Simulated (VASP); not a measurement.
## Al2O3: single point with PBE

The system is Al2O3.

```
CELL_PARAMETERS angstrom
2.52457 1.45756 4.15576
-2.52457 1.45756 4.15576
0.00000 -2.91512 4.15576
ATOMIC_POSITIONS crystal
Al 0.85215 0.85215 0.85215
Al 0.64785 0.64785 0.64785
Al 0.14785 0.14785 0.14785
Al 0.35215 0.35215 0.35215
O 0.05618 0.44382 0.75000
O 0.75000 0.05618 0.44382
O 0.44382 0.75000 0.05618
O 0.94382 0.55618 0.25000
O 0.25000 0.94382 0.55618
O 0.55618 0.25000 0.94382
```

This cell differs from its parent crystal: strain +0.050 along x and y, -0.050 along z.

- Program: VASP 6.6.1
- Task: single point
- Functional: PBE
- Potentials or basis: VASP PAW PBE potentials, release 64 (Al, O)
- Cutoff: 520 eV
- k mesh: 6 × 6 × 6
- Occupations: gaussian, width 0.05 eV
- Spin: no spin polarisation
- Dipole correction: no
- Further INCAR settings: ALGO = Normal; EDIFF = 1e-06; NBANDS = 35

```yaml
Pressure: -10.2 GPa
Largest_force: 0.729 eV/Å
Band_gap_on_the_k_mesh: 4.45 eV
```

Forces in eV/Å, atoms in the order of the input:
```
Al   0.000  0.000  0.729
Al   0.000  0.000 -0.729
Al   0.000  0.000 -0.729
Al   0.000  0.000  0.729
O   -0.262  0.000  0.000
O    0.131 -0.227  0.000
O    0.131  0.227  0.000
O    0.262  0.000  0.000
O   -0.131  0.227  0.000
O   -0.131 -0.227  0.000
```

Stress tensor (GPa, compression positive):
```
-22.16   0.00   0.00
  0.00 -22.16   0.00
  0.00   0.00  13.57
```

Levels at points of the mesh, in eV from the valence-band top:
```tsv
k point	band 22	band 23	band 24	band 25	band 26	band 27
(0.00, 0.00, 0.00)	-0.79	-0.79	0.00	4.45	7.36	9.42
(0.50, 0.00, 0.00)	-1.15	-0.54	-0.54	7.69	7.69	8.36
(0.50, 0.50, 0.00)	-1.41	-0.88	-0.50	7.84	8.09	8.17
(0.50, 0.50, 0.50)	-1.10	-1.10	-1.10	6.91	6.91	9.87
```

Wall time 62 s on 1 thread of Intel(R) Xeon(R) 6975P-C (Granite Rapids), on a shared host, peak memory 0.26 GiB.

Caveat: the cell differs from its parent crystal (strain +0.050 along x and y, -0.050 along z); the cell stands under tension.
